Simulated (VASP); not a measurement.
# Ti (P6_3/mmc) in VASP: further runs, part 2 of 2

VASP 6.6.1. Earlier steps stand in the parts before.

## 3. Relaxation of cell and atoms, r2SCAN

This run uses another cell than the first one, of 17.64 Å³/atom.

File POSCAR:

```
Ti
1.0
    2.9500000000      0.0000000000      0.0000000000
   -1.4750000000      2.5547700000      0.0000000000
    0.0000000000      0.0000000000      4.6800000000
Ti
2
Direct
    0.3333333333      0.6666666667      0.2500000000
    0.6666666667      0.3333333333      0.7500000000
```

File INCAR.step1:

```
SYSTEM = Ti
ALGO = Normal ; EDIFF = 1E-4
ENCUT = 600 ; GGA = PE
ISMEAR = 1 ; LASPH = .TRUE.
LCHARG = .FALSE. ; LREAL = .FALSE.
LWAVE = .TRUE. ; NELM = 100
PREC = Accurate ; SIGMA = 0.1
```

File INCAR.step2:

```
SYSTEM = Ti
ALGO = Normal ; EDIFF = 1E-6
EDIFFG = -0.02 ; ENCUT = 600
IBRION = 2 ; ISIF = 3
ISMEAR = 1 ; ISTART = 1
LASPH = .TRUE. ; LCHARG = .FALSE.
LMIXTAU = .TRUE. ; LREAL = .FALSE.
LWAVE = .FALSE. ; METAGGA = R2SCAN
NELM = 100 ; NSW = 60
PREC = Accurate ; SIGMA = 0.1
```

File KPOINTS:

```
k-points
0
G
  10 10 5
  0 0 0
```

Potentials or basis: VASP PAW PBE potentials, release 64 (Ti_sv).

The run is started by

```console
$ cat potpaw_PBE.64/Ti_sv/POTCAR > POTCAR
$ cp INCAR.step1 INCAR
$ mpirun -np 1 vasp_std > vasp.out
$ cp INCAR.step2 INCAR
$ mpirun -np 1 vasp_std > vasp.out
```

OUTCAR:

```text
SYSTEM = Ti
   EDIFF = 1E-6
   EDIFFG = -0.02
   ENCUT = 600
   IBRION = 2
   ISIF = 3
   ISMEAR = 1
   ISTART = 1
   LASPH = .TRUE.
   LREAL = .FALSE.
   METAGGA = R2SCAN
   NELM = 100
   NSW = 60
   PREC = Accurate

 ion  position               nearest neighbor table
   1  0.333  0.667  0.250-   2 2.89   2 2.89   2 2.89   2 2.89   2 2.89   2 2.89
   2  0.667  0.333  0.750-   1 2.89   1 2.89   1 2.89   1 2.89   1 2.89   1 2.89

  LATTYP: Found a hexagonal cell.
 ALAT       =     2.9500000000
 C/A-ratio  =     1.5864406780

  Lattice vectors:

 A1 = (   2.9500000000,   0.0000000000,   0.0000000000)
 A2 = (  -1.4750000000,   2.5547700000,   0.0000000000)
 A3 = (   0.0000000000,   0.0000000000,   4.6800000000)

Analysis of symmetry for initial positions (statically):
=====================================================================
 Subroutine PRICEL returns:
 Original cell was already a primitive cell.

 Routine SETGRP: Setting up the symmetry group for a
 hexagonal supercell.

 Subroutine GETGRP returns: Found 24 space group operations
 (whereof 12 operations were pure point group operations)
 out of a pool of 24 trial point group operations.

The static configuration has the point symmetry D_3d.
 The point group associated with its full space group is D_6h.

Analysis of symmetry for dynamics (positions and initial velocities):
=====================================================================
 Subroutine PRICEL returns:
 Original cell was already a primitive cell.

 Routine SETGRP: Setting up the symmetry group for a
 hexagonal supercell.

 Subroutine GETGRP returns: Found 24 space group operations
 (whereof 12 operations were pure point group operations)
 out of a pool of 24 trial point group operations.

The dynamic configuration has the point symmetry D_3d.
 The point group associated with its full space group is D_6h.

 Subroutine INISYM returns: Found 24 space group operations
 (whereof 12 operations are pure point group operations),
 and found     1 'primitive' translations

----------------------------------------------------------------------------------------

                                     Primitive cell

  volume of cell :      35.2712

  direct lattice vectors                    reciprocal lattice vectors
     2.950000000  0.000000000  0.000000000     0.338983051  0.195712334  0.000000000
    -1.475000000  2.554770000  0.000000000     0.000000000  0.391424668  0.000000000
     0.000000000  0.000000000  4.680000000     0.000000000  0.000000000  0.213675214

  length of vectors
     2.950000000  2.949995721  4.680000000     0.391424101  0.391424668  0.213675214

  position of ions in fractional coordinates (direct lattice)
     0.333333333  0.666666667  0.250000000
     0.666666667  0.333333333  0.750000000

  ion indices of the primitive-cell ions
   primitive index   ion index
                 1           1
                 2           2

----------------------------------------------------------------------------------------
[... 50 lines left out ...]
  0.400000  0.100000  0.200000     24.000000
 [... further k-points ...]
   k-points           NKPTS =     42   k-points in BZ     NKDIM =     42   number of bands    NBANDS=     16
   number of dos      NEDOS =    301   number of ions     NIONS =      2
   total plane-waves  NPLWV =  23040
   dimension x,y,z NGX =    24 NGY =   24 NGZ =   40
   dimension x,y,z NGXF=    48 NGYF=   48 NGZF=   80
   ions per type =               2
   NGX,Y,Z   is equivalent  to a cutoff of  13.53, 13.53, 14.21 a.u.
   NGXF,Y,Z  is equivalent  to a cutoff of  27.05, 27.05, 28.42 a.u.
 SYSTEM =  Ti
   PREC   = accura    normal or accurate (medium, high low for compatibility)
   ISTART =      1    job   : 0-new  1-cont  2-samecut
   ICHARG =      0    charge: 1-file 2-atom 10-const
   ISPIN  =      1    spin polarized calculation?
   LNONCOLLINEAR =      F non collinear calculations
   LSORBIT =      F    spin-orbit coupling
   LASPH  =      T    aspherical Exc in radial PAW
   ENCUT  =  600.0 eV  44.10 Ry    6.64 a.u.   5.89  5.89  9.35*2*pi/ulx,y,z
   NELM   =    100;   NELMIN=  2; NELMDL=  0     # of ELM steps
   EDIFF  = 0.1E-05   stopping-criterion for ELM
   LREAL  =      F    real-space projection
   EDIFFG = -.2E-01   stopping-criterion for IOM
   NSW    =     60    number of steps for IOM
   IBRION =      2    ionic relax: 0-MD 1-quasi-New 2-CG
   NFREE  =      1    steps in history (QN), initial steepest desc. (CG)
   ISIF   =      3    stress and relaxation
   ISYM   =      2    0-nonsym 1-usesym 2-fastsym
   POTIM  = 0.5000    time-step for ionic-motion
   TEBEG  =    0.0;   TEEND  =   0.0 temperature during run
   PSTRESS=    0.0 pullay stress
   NELECT =      24.0000    total number of electrons
   NUPDOWN=      -1.0000    fix difference up-down
   EMIN   =  10.00;   EMAX   =-10.00  energy-range for DOS
   EFERMI =   0.00;   METHOD = LEGACY
   ISMEAR =     1;   SIGMA  =   0.10  broadening in eV -4-tet -1-fermi 0-gaus
   EFERMI_NEDOS =   21; number of points for ismear=-14 and -15
   IALGO  =     38    algorithm
   IMIX   =      4    mixing-type and parameters
     AMIX     =   0.40;   BMIX     =  1.00
     AMIX_MAG =   1.60;   BMIX_MAG =  1.00
  volume/ion in A,a.u.               =      17.64       119.01
  Fermi-wavevector in a.u.,A,eV,Ry     =   1.439921  2.721056 28.209948  2.073373
  Thomas-Fermi vector in A             =   2.558723
   LORBIT       =      0    0 simple, 1 ext, 2 COOP (PROOUT), +10 PAW based schemes
   METAGGA = R2SCAN    functional components
   LHFCALC =     F    Hartree Fock is set to
   AEXX    =    0.0000 exact exchange contribution
   IVDW    =     0    specifies the selected vdW correction
   LEPSILON=     F    determine dielectric tensor
   LRPA    =     F    only Hartree local field effects (RPA)
 conjugate gradient relaxation of ions
 non-spin polarized calculation
 Methfessel and Paxton  Order N= 1 SIGMA  =   0.10
  energy-cutoff  :      600.00
  volume of cell :       35.27
 maximum number of plane-waves:      1192
 NGX is ok and might be reduce to    24
   NGX = 11   NGY = 11   NGZ = 19

--------------------------------------- Ionic step        1  -------------------------------------------

 number of electron      23.9999996 magnetization

 Free energy of the ion-electron system (eV)
  ---------------------------------------------------
  ext. energy  EPLUGINS =         0.00000000
  ---------------------------------------------------
  free energy    TOTEN  =       -25.89442972 eV

  energy without entropy =      -25.89620750  energy(sigma->0) =      -25.89502232

------------------------ aborting loop because EDIFF is reached ----------------------------------------

  FORCE on cell =-STRESS in cart. coord.  units (eV):
  Direction    XX          YY          ZZ          XY          YZ          ZX
  --------------------------------------------------------------------------------------
  -------------------------------------------------------------------------------------
  Total       -0.3469840     -0.3469826     -0.6329465      0.0000000     -0.0000000      0.0000000
  in kB      -15.7616013    -15.7615403    -28.7513271      0.0000000     -0.0000000      0.0000000
  external PRESSURE =     -20.0914896 kB  Pullay stress =       0.0000000 kB
[... 95 lines left out ...]
--------------------------------------- Ionic step        4  -------------------------------------------

 number of electron      23.9999994 magnetization

 Free energy of the ion-electron system (eV)
  ---------------------------------------------------
  ext. energy  EPLUGINS =         0.00000000
  ---------------------------------------------------
  free energy    TOTEN  =       -25.89917143 eV

  energy without entropy =      -25.90085939  energy(sigma->0) =      -25.89973408

 E-fermi :   8.4288     XC(G=0): -12.4075

 val. band max:        8.4166033845   @ k =   0.1000   0.1000   0.4000
 cond. band min:       8.4524729949   @ k =   0.1000   0.1000   0.2000
 fundamental gap:      0.0358696104
 Fermi energy:         8.4288357465

 k-point     1 :       0.0000    0.0000    0.0000
  band No.  band energies     occupation
      1     -50.8021      2.00000
      2     -50.6539      2.00000
      3     -26.3768      2.00000
      4     -25.6959      2.00000
      5     -25.6958      2.00000
      6     -25.6256      2.00000
[... 433 lines left out ...]
      3     -26.2229      2.00000
      4     -26.1056      2.00000
      5     -25.9612      2.00000
      6     -25.8418      2.00000
[... 8 lines left out ...]
     15       9.7166     -0.00000
     16      11.5990      0.00000

 [... further k-points ...]

------------------------ aborting loop because EDIFF is reached ----------------------------------------

  FORCE on cell =-STRESS in cart. coord.  units (eV):
  Direction    XX          YY          ZZ          XY          YZ          ZX
  --------------------------------------------------------------------------------------
  -------------------------------------------------------------------------------------
  Total        0.0198362      0.0198361     -0.0105693     -0.0000000      0.0000000      0.0000000
  in kB        0.9171378      0.9171343     -0.4886765     -0.0000000      0.0000000      0.0000000
  external PRESSURE =       0.4485318 kB  Pullay stress =       0.0000000 kB
[... 17 lines left out ...]
  FREE ENERGIE OF THE ION-ELECTRON SYSTEM (eV)
  ---------------------------------------------------
  free  energy   TOTEN  =       -25.8991714309 eV

  energy  without entropy=      -25.9008593913  energy(sigma->0) =      -25.89973408

 reached required accuracy - stopping structural energy minimisation
```

Wall time 10 min (1 thread of Intel Xeon 8259CL, shared host); peak memory 0.19 GiB.

What came out:

* Free energy: -25.8992 eV
* Relaxed volume: 17.33 Å³/atom
* Relaxed cell: a = 2.940 Å, b = 2.940 Å, c = 4.629 Å, α = 90.00°, β = 90.00°, γ = 120.00°
* Space group after relaxing (to 0.1 Å): P6_3/mmc (No. 194)
* Energy gained by relaxing: 2.4 meV/atom
* Ionic steps: 4
* Pressure after relaxing: 0.0 GPa
* Band gap on the k mesh: zero (bands 12 and 13 overlap by 1.21 eV)

Step by step:
```tsv
step	energy change (eV)	largest force (eV/Å)	pressure (GPa)	volume (Å³)
1	0.0000	0.0000	-2.01	35.27
2	-0.0019	0.0000	1.82	34.15
3	-0.0045	0.0000	0.09	34.63
4	-0.0047	0.0000	0.04	34.65
```

Final structure:
```
Ti
1.0
     2.94006    0.00000    0.00000
    -1.47003    2.54617    0.00000
     0.00000    0.00000    4.62904
Ti
2
Direct
  0.33333 0.66667 0.25000
  0.66667 0.33333 0.75000
```

Levels at points of the mesh, in eV from the Fermi level:
| k point | band 9 | band 10 | band 11 | band 12 | band 13 | band 14 | band 15 | band 16 |
| --- | --- | --- | --- | --- | --- | --- | --- | --- |
| (0.00, 0.00, 0.00) | -6.63 | -2.87 | 0.62 | 0.86 | 0.86 | 1.01 | 1.41 | 1.41 |
| (0.50, 0.00, 0.00) | -2.53 | -2.29 | -1.94 | -0.87 | 0.59 | 0.72 | 1.29 | 3.54 |

Caveat: the PAW data sets were made with another functional, which shifts forces and pressure a little.

The gap in the log of VASP goes by the Fermi energy; the results here count the filled bands.